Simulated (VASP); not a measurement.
# Y (P6_3/mmc) in VASP: a series of runs

The runs below take Y through electric field gradients, with PBE.

All numbers are computed with VASP 6.6.1; they aren't measurements. Logs are shortened: lines on timing, memory, paths and dates and some standing lists are left out, and cuts for length are marked.

## 1. The cell of the first run

The structure is hexagonal, space group P6_3/mmc (No. 194). The conventional cell has a = 3.602 Å, b = 3.602 Å, c = 5.670 Å, α = 90.00°, β = 90.00°, γ = 120.00°. Y (site symmetry -6m2) has 12 Y at 3.52 to 3.60 Å within 4.6 Å.

## 2. Electric field gradients, PBE (31.86 Å³/atom)

File INCAR:

```
SYSTEM = Y
  ALGO = Normal
  EDIFF = 1E-8
  ENCUT = 520
  GGA = PE
  ISIF = 2
  ISMEAR = -1
  LASPH = .True.
  LCHARG = .False.
  LEFG = .True.
  LREAL = .False.
  LWAVE = .False.
  NBANDS = 18
  NELM = 60
  PREC = Accurate
  SIGMA = 0.08
```

File KPOINTS:

```
k-points
0
Gamma
  12 12 7
  0 0 0
```

File POSCAR:

```
Y
1.0
    3.6021486032      0.0000000000      0.0000000000
   -1.8010743015      3.1195521985      0.0000000000
    0.0000000000      0.0000000000      5.6697229104
Y
2
Direct
    0.3333333333      0.6666666667      0.2500000000
    0.6666666667      0.3333333333      0.7500000000
```

Potentials or basis: VASP PAW PBE potentials, release 64 (Y_sv).

The run is started by

```bash
$ cat potpaw_PBE.64/Y_sv/POTCAR > POTCAR
$ mpirun -np 1 vasp_std > vasp.out
```

OUTCAR:

```text
SYSTEM = Y
   EDIFF = 1E-8
   ENCUT = 520
   GGA = PE
   ISIF = 2
   ISMEAR = -1
   LASPH = .True.
   LREAL = .False.
   NELM = 60
   PREC = Accurate

 ion  position               nearest neighbor table
   1  0.333  0.667  0.250-   2 3.52   2 3.52   2 3.52   2 3.52   2 3.52   2 3.52
   2  0.667  0.333  0.750-   1 3.52   1 3.52   1 3.52   1 3.52   1 3.52   1 3.52

  LATTYP: Found a hexagonal cell.
 ALAT       =     3.6021486032
 C/A-ratio  =     1.5739836234

  Lattice vectors:

 A1 = (   3.6021486032,   0.0000000000,   0.0000000000)
 A2 = (  -1.8010743015,   3.1195521985,   0.0000000000)
 A3 = (   0.0000000000,   0.0000000000,   5.6697229104)

Analysis of symmetry for initial positions (statically):
=====================================================================
 Subroutine PRICEL returns:
 Original cell was already a primitive cell.

 Routine SETGRP: Setting up the symmetry group for a
 hexagonal supercell.

 Subroutine GETGRP returns: Found 24 space group operations
 (whereof 12 operations were pure point group operations)
 out of a pool of 24 trial point group operations.

The static configuration has the point symmetry D_3d.
 The point group associated with its full space group is D_6h.

Analysis of symmetry for dynamics (positions and initial velocities):
=====================================================================
 Subroutine PRICEL returns:
 Original cell was already a primitive cell.

 Routine SETGRP: Setting up the symmetry group for a
 hexagonal supercell.

 Subroutine GETGRP returns: Found 24 space group operations
 (whereof 12 operations were pure point group operations)
 out of a pool of 24 trial point group operations.

The dynamic configuration has the point symmetry D_3d.
 The point group associated with its full space group is D_6h.

 Subroutine INISYM returns: Found 24 space group operations
 (whereof 12 operations are pure point group operations),
 and found     1 'primitive' translations

----------------------------------------------------------------------------------------

                                     Primitive cell

  volume of cell :      63.7112

  direct lattice vectors                    reciprocal lattice vectors
     3.602148603  0.000000000  0.000000000     0.277612089  0.160279415  0.000000000
    -1.801074301  3.119552199  0.000000000     0.000000000  0.320558829  0.000000000
     0.000000000  0.000000000  5.669722910     0.000000000  0.000000000  0.176375462

  length of vectors
     3.602148603  3.602148603  5.669722910     0.320558829  0.320558829  0.176375462

  position of ions in fractional coordinates (direct lattice)
     0.333333333  0.666666667  0.250000000
     0.666666667  0.333333333  0.750000000

  ion indices of the primitive-cell ions
   primitive index   ion index
                 1           1
                 2           2

----------------------------------------------------------------------------------------

 KPOINTS: k-points

Automatic generation of k-mesh.
 Grid dimensions read from file:
 generate k-points for:   12   12    7

 Generating k-lattice:

  Cartesian coordinates                     Fractional coordinates (reciprocal lattice)
     0.023134341  0.013356618  0.000000000     0.083333333  0.000000000  0.000000000
     0.000000000  0.026713236  0.000000000     0.000000000  0.083333333  0.000000000
     0.000000000  0.000000000  0.025196495     0.000000000  0.000000000  0.142857143

  Length of vectors
     0.026713236  0.026713236  0.025196495

  Shift w.r.t. Gamma in fractional coordinates (k-lattice)
     0.000000000  0.000000000  0.000000000

 Subroutine IBZKPT returns following result:
 ===========================================

 Found     76 irreducible k-points:

 Following reciprocal coordinates:
            Coordinates               Weight
  0.000000  0.000000  0.000000      1.000000
  0.083333  0.000000  0.000000      6.000000
  0.166667  0.000000  0.000000      6.000000
  0.250000  0.000000  0.000000      6.000000
  0.333333  0.000000  0.000000      6.000000
  0.416667  0.000000  0.000000      6.000000
[... 16 lines left out ...]
  0.250000  0.000000  0.142857     12.000000
  0.333333  0.000000  0.142857     12.000000
 [... further k-points ...]
   k-points           NKPTS =     76   k-points in BZ     NKDIM =     76   number of bands    NBANDS=     18
   number of dos      NEDOS =    301   number of ions     NIONS =      2
   total plane-waves  NPLWV =  32928
   dimension x,y,z NGX =    28 NGY =   28 NGZ =   42
   dimension x,y,z NGXF=    56 NGYF=   56 NGZF=   84
   ions per type =               2
   NGX,Y,Z   is equivalent  to a cutoff of  12.92, 12.92, 12.32 a.u.
   NGXF,Y,Z  is equivalent  to a cutoff of  25.85, 25.85, 24.63 a.u.
 SYSTEM =  Y
   PREC   = accura    normal or accurate (medium, high low for compatibility)
   ISTART =      0    job   : 0-new  1-cont  2-samecut
   ICHARG =      2    charge: 1-file 2-atom 10-const
   ISPIN  =      1    spin polarized calculation?
   LNONCOLLINEAR =      F non collinear calculations
   LSORBIT =      F    spin-orbit coupling
   LASPH  =      T    aspherical Exc in radial PAW
   ENCUT  =  520.0 eV  38.22 Ry    6.18 a.u.   6.70  6.70 10.54*2*pi/ulx,y,z
   NELM   =     60;   NELMIN=  2; NELMDL= -5     # of ELM steps
   EDIFF  = 0.1E-07   stopping-criterion for ELM
   LREAL  =      F    real-space projection
   EDIFFG = 0.1E-06   stopping-criterion for IOM
   NSW    =      0    number of steps for IOM
   IBRION =     -1    ionic relax: 0-MD 1-quasi-New 2-CG
   NFREE  =      0    steps in history (QN), initial steepest desc. (CG)
   ISIF   =      2    stress and relaxation
   ISYM   =      2    0-nonsym 1-usesym 2-fastsym
   POTIM  = 0.5000    time-step for ionic-motion
   TEBEG  =    0.0;   TEEND  =   0.0 temperature during run
   PSTRESS=    0.0 pullay stress
   NELECT =      22.0000    total number of electrons
   NUPDOWN=      -1.0000    fix difference up-down
   EMIN   =  10.00;   EMAX   =-10.00  energy-range for DOS
   EFERMI =   0.00;   METHOD = LEGACY
   ISMEAR =    -1;   SIGMA  =   0.08  broadening in eV -4-tet -1-fermi 0-gaus
   EFERMI_NEDOS =   21; number of points for ismear=-14 and -15
   IALGO  =     38    algorithm
   IMIX   =      4    mixing-type and parameters
     AMIX     =   0.40;   BMIX     =  1.00
     AMIX_MAG =   1.60;   BMIX_MAG =  1.00
  volume/ion in A,a.u.               =      31.86       214.97
  Fermi-wavevector in a.u.,A,eV,Ry     =   1.148534  2.170414 17.947855  1.319130
  Thomas-Fermi vector in A             =   2.285208
   LORBIT       =      0    0 simple, 1 ext, 2 COOP (PROOUT), +10 PAW based schemes
   GGA     = PE    functional components
   LHFCALC =     F    Hartree Fock is set to
   AEXX    =    0.0000 exact exchange contribution
   IVDW    =     0    specifies the selected vdW correction
   LEPSILON=     F    determine dielectric tensor
   LRPA    =     F    only Hartree local field effects (RPA)
 non-spin polarized calculation
  energy-cutoff  :      520.00
  volume of cell :       63.71
 maximum number of plane-waves:      1743
 NGX is ok and might be reduce to    28
   NGX = 13   NGY = 13   NGZ = 21

 number of electron      22.0000000 magnetization

 Free energy of the ion-electron system (eV)
  ---------------------------------------------------
  ext. energy  EPLUGINS =         0.00000000
  ---------------------------------------------------
  free energy    TOTEN  =       -12.89795358 eV

  energy without entropy =      -12.81637560  energy(sigma->0) =      -12.85716459

 E-fermi :   3.1520     XC(G=0):  -9.5452

 val. band max:        3.1499427527   @ k =   0.3333   0.0833   0.0000
 cond. band min:       3.1545100376   @ k =   0.2500   0.2500   0.4286
 fundamental gap:      0.0045672849
 Fermi energy:         3.1520418183

 k-point     1 :       0.0000    0.0000    0.0000
  band No.  band energies     occupation
      1     -39.4606      2.00000
      2     -39.3781      2.00000
      3     -19.7732      2.00000
      4     -19.2453      2.00000
      5     -19.2453      2.00000
      6     -19.1490      2.00000
[... 10 lines left out ...]
     17       6.0242      0.00000
     18       6.0242      0.00000

 k-point     2 :       0.0833    0.0000    0.0000
  band No.  band energies     occupation
      1     -39.4567      2.00000
      2     -39.3766      2.00000
      3     -19.7595      2.00000
      4     -19.2733      2.00000
      5     -19.2548      2.00000
      6     -19.1785      2.00000
[... 10 lines left out ...]
     17       5.8191      0.00000
     18       5.8779      0.00000

 k-point     3 :       0.1667    0.0000    0.0000
  band No.  band energies     occupation
      1     -39.4457      2.00000
      2     -39.3728      2.00000
      3     -19.7206      2.00000
      4     -19.3501      2.00000
      5     -19.2798      2.00000
      6     -19.2571      2.00000
[... 10 lines left out ...]
     17       5.8934      0.00000
     18       6.0850      0.00000

 k-point     4 :       0.2500    0.0000    0.0000
  band No.  band energies     occupation
      1     -39.4299      2.00000
      2     -39.3684      2.00000
      3     -19.6617      2.00000
      4     -19.4555      2.00000
      5     -19.3601      2.00000
      6     -19.3126      2.00000
[... 375 lines left out ...]
      4     -19.3414      2.00000
      5     -19.2786      2.00000
      6     -19.2741      2.00000
[... 10 lines left out ...]
     17       6.1398      0.00000
     18       6.1953      0.00000

 k-point    23 :       0.2500    0.0000    0.1429
  band No.  band energies     occupation
      1     -39.4269      2.00000
      2     -39.3715      2.00000
      3     -19.6544      2.00000
      4     -19.4382      2.00000
      5     -19.3802      2.00000
      6     -19.3060      2.00000
[... 10 lines left out ...]
     17       6.5370      0.00000
     18       6.6519      0.00000

 k-point    24 :       0.3333    0.0000    0.1429
  band No.  band energies     occupation
      1     -39.4104      2.00000
      2     -39.3676      2.00000
      3     -19.6332      2.00000
      4     -19.5123      2.00000
      5     -19.4675      2.00000
      6     -19.3368      2.00000
[... 10 lines left out ...]
     17       7.1289      0.00000
     18       7.3543      0.00000

 [... further k-points ...]

------------------------ aborting loop because EDIFF is reached ----------------------------------------

  FORCE on cell =-STRESS in cart. coord.  units (eV):
  Direction    XX          YY          ZZ          XY          YZ          ZX
  --------------------------------------------------------------------------------------
  -------------------------------------------------------------------------------------
  Total        0.5791579      0.5791579      0.3713835      0.0000000      0.0000000      0.0000000
  in kB       14.5643758     14.5643758      9.3393675      0.0000000      0.0000000      0.0000000
  external PRESSURE =      12.8227063 kB  Pullay stress =       0.0000000 kB

 VOLUME and BASIS-vectors are now :
 -----------------------------------------------------------------------------
  energy-cutoff  :      520.00
  volume of cell :       63.71
      direct lattice vectors                 reciprocal lattice vectors
     3.602148603  0.000000000  0.000000000     0.277612089  0.160279415  0.000000000
    -1.801074301  3.119552199  0.000000000     0.000000000  0.320558829  0.000000000
     0.000000000  0.000000000  5.669722910     0.000000000  0.000000000  0.176375462

 POSITION                                       TOTAL-FORCE (eV/Angst)
 -----------------------------------------------------------------------------------
     -0.00000      2.07970      1.41743         0.000000     -0.000000      0.000000
      1.80107      1.03985      4.25229        -0.000000      0.000000      0.000000
 -----------------------------------------------------------------------------------
    total drift:                               -0.000000      0.000000     -0.000000

  FREE ENERGIE OF THE ION-ELECTRON SYSTEM (eV)
  ---------------------------------------------------
  free  energy   TOTEN  =       -12.8979535831 eV

  energy  without entropy=      -12.8163756030  energy(sigma->0) =      -12.85716459

 Electric field gradients (V/A^2)
---------------------------------------------------------------------
 ion       V_xx      V_yy      V_zz      V_xy      V_xz      V_yz
---------------------------------------------------------------------
   1     -13.804   -13.804    27.608     0.000     0.000    -0.000
   2     -13.804   -13.804    27.608     0.000    -0.000     0.000
---------------------------------------------------------------------

 Electric field gradients after diagonalization (V/A^2)
 (convention: |V_zz| > |V_xx| > |V_yy|)
----------------------------------------------------------------------
 ion       V_xx      V_yy      V_zz     asymmetry (V_yy - V_xx)/ V_zz
----------------------------------------------------------------------
   1     -13.804   -13.804    27.608       0.000
   2     -13.804   -13.804    27.608       0.000
----------------------------------------------------------------------

           NMR quadrupolar parameters

 Cq : quadrupolar parameter    Cq=e*Q*V_zz/h
 eta: asymmetry parameters     (V_yy - V_xx)/ V_zz
 Q  : nuclear electric quadrupole moment in mb (millibarn)
----------------------------------------------------------------------
 ion       Cq(MHz)       eta       Q (mb)
----------------------------------------------------------------------
   1       0.067       0.000       1.000
   2       0.067       0.000       1.000
----------------------------------------------------------------------
```

Run time: 2.1 min. Hardware: 1 thread of Intel Xeon 8259CL, shared host; peak memory 0.23 GiB.

Results:

```
Free energy                             : -12.8980 eV
Pressure                                : 1.3 GPa
Band gap on the k mesh                  : zero (bands 11 and 12 overlap by 1.39 eV)
Largest electric field gradient by atom : Y +27.6 V/Å²
```

Levels at points of the mesh, in eV from the Fermi level:
```
           k point  band 9  band 10  band 11  band 12  band 13  band 14
(0.00, 0.00, 0.00)   -4.74    -1.91     0.96     1.78     1.78     2.07
(0.50, 0.00, 0.00)   -1.68    -1.24    -0.87    -0.05     1.43     1.51
```

Electric field gradients, principal values (V/Å²):
```csv
atom,least,middle,greatest (by size)
1 Y,-13.804,-13.804,27.608
2 Y,-13.804,-13.804,27.608
```

Caveat: without QUAD_EFG the Cq values of the log hold for a quadrupole moment of 1 mb, not for the nuclei.

[end of part 1 of 2]
